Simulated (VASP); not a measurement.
# SnSe2 (P-3m1) in VASP: a series of runs, part 2 of 4

VASP 6.6.1. The steps go on from the part before.

**4. Single point, PBE+D3(BJ) (29.68 Å³/atom)**

INCAR reads:

```
PREC = Accurate ; ENCUT = 500
EDIFF = 1E-6 ; ISMEAR = 0
SIGMA = 0.03 ; LREAL = False
LASPH = True ; NELM = 120
ALGO = Normal ; ISIF = 2
LWAVE = False ; LCHARG = False
GGA = PE ; IVDW = 12
NBANDS = 20 ; GGA_COMPAT = False
```

KPOINTS reads:

```
Automatic mesh
0
Gamma
  12 12 6
```

POSCAR reads:

```
SnSe2
1.0
    3.8749074870      0.0000000000      0.0000000000
   -1.9374537435      3.3557683210      0.0000000000
    0.0000000000      0.0000000000      6.8465740388
Sn Se
1 2
Direct
    0.0000000000      0.0000000000      0.0000000000
    0.3333333333      0.6666666667      0.2651331237
    0.6666666667      0.3333333333      0.7348668763
```

Potentials or basis: VASP PAW PBE potentials, release 64 (Sn_d, Se).

On the command line:

```
$ cat potpaw_PBE.64/Sn_d/POTCAR potpaw_PBE.64/Se/POTCAR > POTCAR
$ mpirun -np 1 vasp_std > vasp.out
```

OUTCAR:

```text
PREC = Accurate
   ENCUT = 500
   EDIFF = 1E-6
   ISMEAR = 0
   LREAL = False
   LASPH = True
   NELM = 120
   ISIF = 2
   GGA = PE
   IVDW = 12
 IVDW          = 12

 ion  position               nearest neighbor table
   1  0.000  0.000  0.000-   2 2.88   3 2.88   2 2.88   3 2.88   3 2.88   2 2.88
   2  0.333  0.667  0.265-   1 2.88   1 2.88   1 2.88
   3  0.667  0.333  0.735-   1 2.88   1 2.88   1 2.88

  LATTYP: Found a hexagonal cell.
 ALAT       =     3.8749074870
 C/A-ratio  =     1.7669000000

  Lattice vectors:

 A1 = (   3.8749074870,   0.0000000000,   0.0000000000)
 A2 = (  -1.9374537435,   3.3557683210,   0.0000000000)
 A3 = (   0.0000000000,   0.0000000000,   6.8465740388)

Analysis of symmetry for initial positions (statically):
=====================================================================
 Subroutine PRICEL returns:
 Original cell was already a primitive cell.

 Routine SETGRP: Setting up the symmetry group for a
 hexagonal supercell.

 Subroutine GETGRP returns: Found 12 space group operations
 (whereof 12 operations were pure point group operations)
 out of a pool of 24 trial point group operations.

The static configuration has the point symmetry D_3d.

Analysis of symmetry for dynamics (positions and initial velocities):
=====================================================================
 Subroutine PRICEL returns:
 Original cell was already a primitive cell.

 Routine SETGRP: Setting up the symmetry group for a
 hexagonal supercell.

 Subroutine GETGRP returns: Found 12 space group operations
 (whereof 12 operations were pure point group operations)
 out of a pool of 24 trial point group operations.

The dynamic configuration has the point symmetry D_3d.

 Subroutine INISYM returns: Found 12 space group operations
 (whereof 12 operations are pure point group operations),
 and found     1 'primitive' translations

----------------------------------------------------------------------------------------

                                     Primitive cell

[... 111 lines left out ...]
     AMIX     =   0.40;   BMIX     =  1.00
     AMIX_MAG =   1.60;   BMIX_MAG =  1.00
  volume/ion in A,a.u.               =      29.68       200.26
  Fermi-wavevector in a.u.,A,eV,Ry     =   1.086152  2.052529 16.051134  1.179725
  Thomas-Fermi vector in A             =   2.222282
   LORBIT       =      0    0 simple, 1 ext, 2 COOP (PROOUT), +10 PAW based schemes
   GGA     = PE    functional components
   LHFCALC =     F    Hartree Fock is set to
   AEXX    =    0.0000 exact exchange contribution
   IVDW    =    12    specifies the selected vdW correction
   LEPSILON=     F    determine dielectric tensor
   LRPA    =     F    only Hartree local field effects (RPA)
 non-spin polarized calculation
 Gauss-broadening in eV      SIGMA  =   0.03
  energy-cutoff  :      500.00
  volume of cell :       89.03
 maximum number of plane-waves:      2283
   NGX = 15   NGY = 15   NGZ = 25

 number of electron      26.0000007 magnetization

 Free energy of the ion-electron system (eV)
  ---------------------------------------------------
  ext. energy  EPLUGINS =         0.00000000
  ---------------------------------------------------
  free energy    TOTEN  =       -11.49619290 eV

  energy without entropy =      -11.49565560  energy(sigma->0) =      -11.49592425

 E-fermi :   3.0275     XC(G=0):  -8.9062

 val. band max:        3.0202274461   @ k =   0.1667  -0.0000   0.1667
 cond. band min:       3.0400434266   @ k =   0.0000   0.0000   0.5000
 fundamental gap:      0.0198159805
 Fermi energy:         3.0275487470

 k-point     1 :       0.0000    0.0000    0.0000
  band No.  band energies     occupation
      1     -18.3603      2.00000
      2     -18.3603      2.00000
      3     -18.3116      2.00000
      4     -18.3051      2.00000
      5     -18.3051      2.00000
      6     -10.0890      2.00000
[... 541 lines left out ...]
     19      10.8041      0.00000
     20      11.4386      0.00000

 [... further k-points ...]

------------------------ aborting loop because EDIFF is reached ----------------------------------------

 Edisp (eV)   -0.93492

 E8    (eV) :    -0.4094

  FORCE on cell =-STRESS in cart. coord.  units (eV):
  Direction    XX          YY          ZZ          XY          YZ          ZX
  --------------------------------------------------------------------------------------
  -------------------------------------------------------------------------------------
  Total      -2.40388    -2.40388    -6.49094     0.00000     0.00000     0.00000
  in kB     -43.26104   -43.26104  -116.81306     0.00000     0.00000     0.00000
  external pressure =      -67.78 kB  Pullay stress =        0.00 kB

 VOLUME and BASIS-vectors are now :
 -----------------------------------------------------------------------------
  energy-cutoff  :      500.00
  volume of cell :       89.03
      direct lattice vectors                 reciprocal lattice vectors
     3.874907487  0.000000000  0.000000000     0.258070677  0.148997175  0.000000000
    -1.937453744  3.355768321  0.000000000     0.000000000  0.297994350  0.000000000
     0.000000000  0.000000000  6.846574039     0.000000000  0.000000000  0.146058451

 POSITION                                       TOTAL-FORCE (eV/Angst)
 -----------------------------------------------------------------------------------
      0.00000      0.00000      0.00000        -0.000000      0.000000      0.000000
     -0.00000      2.23718      1.81525        -0.000000      0.000000     -1.511499
      1.93745      1.11859      5.03132         0.000000     -0.000000      1.511499
 -----------------------------------------------------------------------------------
    total drift:                               -0.000000      0.000000      0.000000

  FREE ENERGIE OF THE ION-ELECTRON SYSTEM (eV)
  ---------------------------------------------------
  free  energy   TOTEN  =       -12.4311111414 eV

  energy  without entropy=      -12.4305738457  energy(sigma->0) =      -12.43084249
```

stdout:

```text
POSCAR found type information on POSCAR SnSe
 POSCAR found :  2 types and       3 ions
 scaLAPACK will be used
 LDA part: xc-table for (Slater+PW92), standard interpolation
 POSCAR, INCAR and KPOINTS ok, starting setup
 FFT: planning ... GRIDC
 FFT: planning ... GRID_SOFT
 FFT: planning ... GRID
 WAVECAR not read
 entering main loop
```

Wall time 72 s (1 thread of AMD EPYC 9R45 (Zen 5), shared host); peak memory 0.27 GiB.

Results:

```
Free energy                : -12.4311 eV
Pressure                   : -6.8 GPa
Largest force              : 1.511 eV/Å
Band gap on the k mesh     : zero (bands 13 and 14 overlap by 0.17 eV)
Dispersion energy per atom : -0.312 eV
```

Forces in eV/Å, atoms in the order of the input:
```
Sn   0.000  0.000  0.000
Se   0.000  0.000 -1.511
Se   0.000  0.000  1.511
```

Levels at points of the mesh, in eV from the Fermi level:
| k point | band 9 | band 10 | band 11 | band 12 | band 13 | band 14 | band 15 | band 16 | band 17 | band 18 |
| --- | --- | --- | --- | --- | --- | --- | --- | --- | --- | --- |
| (0.00, 0.00, 0.00) | -1.01 | -0.27 | -0.27 | -0.12 | -0.12 | 0.32 | 3.34 | 4.42 | 4.42 | 7.20 |
| (0.50, 0.00, 0.00) | -3.93 | -2.94 | -1.81 | -1.64 | -0.35 | 0.61 | 3.21 | 4.42 | 4.91 | 5.05 |
| (0.00, 0.00, 0.50) | -2.48 | -0.37 | -0.37 | 0.01 | 0.01 | 1.90 | 2.98 | 4.27 | 4.27 | 6.87 |
| (0.50, 0.00, 0.50) | -4.27 | -2.27 | -1.65 | -1.09 | -0.66 | -0.15 | 3.09 | 4.24 | 4.90 | 5.44 |

Caveat: the stress differs along the axes, from -12 to -4 GPa; semilocal functionals underestimate gaps, and a narrow one can read as zero; spin-orbit coupling is left out, which moves the levels of the heavy elements; forces of over 1 eV/Å act on the atoms, so gaps and moduli don't describe the material at rest.

[end of part 2 of 4]
